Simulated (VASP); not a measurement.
A run of VASP 6.6.1 is set up as follows.

Contents of INCAR:

```
SYSTEM = Bi6O
PREC = Accurate
ENCUT = 600
EDIFF = 1E-6
ISMEAR = 0
SIGMA = 0.2
LREAL = .False.
LASPH = .True.
NELM = 100
ALGO = Normal
ISIF = 3
LWAVE = .False.
LCHARG = .False.
GGA = PE
IBRION = 2
NSW = 36
EDIFFG = -0.08
```

The input KPOINTS:

```
Automatic mesh
0
Gamma
  4 4 2
  0 0 0
```

The input POSCAR:

```
Bi6O
1.0
    3.8000000000      0.0000000000      0.0000000000
    0.0000000000      3.8000000000      0.0000000000
    0.0000000000      0.0000000000     12.9000000000
Bi O
6 1
Direct
    0.5000000000      0.5000000000      0.1750000000
    0.5000000000      0.5000000000      0.8250000000
    0.0000000000      0.0000000000      0.0000000000
    0.0000000000      0.0000000000      0.6666700000
    0.0000000000      0.0000000000      0.3333300000
    0.5000000000      0.5000000000      0.5000000000
    0.5000000000      0.5000000000      0.0000000000
```

Potentials or basis: VASP PAW PBE potentials, release 64 (Bi_d, O).

The run is started by

```console
$ cat potpaw_PBE.64/Bi_d/POTCAR potpaw_PBE.64/O/POTCAR > POTCAR
$ mpirun -np 1 vasp_std > vasp.out
```

Task: Estimate the space group after relaxing (to 0.05 Å).

Result: P4/mmm (No. 123).

Task: Estimate the band gap on the k mesh.

Result: Zero (band 48 reaches 9.55 eV, above the bottom of band 49 at 6.74 eV).

Step by step:
```tsv
step	energy change (eV)	largest force (eV/Å)	pressure (GPa)	volume (Å³)
1	0.0000	1.3302	4.68	186.28
2	-0.2787	0.2522	-2.95	207.91
3	-0.3229	0.3508	-1.20	201.52
4	-0.4523	0.2496	-0.81	198.79
5	-0.6008	0.2509	1.40	189.93
6	-0.6164	0.1896	0.59	192.34
7	-0.6168	0.2002	0.72	191.92
8	-0.6257	0.1537	-0.46	195.66
9	-0.6279	0.1674	-0.12	194.50
10	-0.6312	0.1167	0.01	194.05
11	-0.6323	0.0797	0.28	193.30
```

Caveat: the k points lie up to 0.43 Å⁻¹ apart in the final cell; spin-orbit coupling is left out, which moves the levels of the heavy elements; the relaxation stopped at a loose force limit of 0.08 eV/Å, so its end isn't a converged minimum.
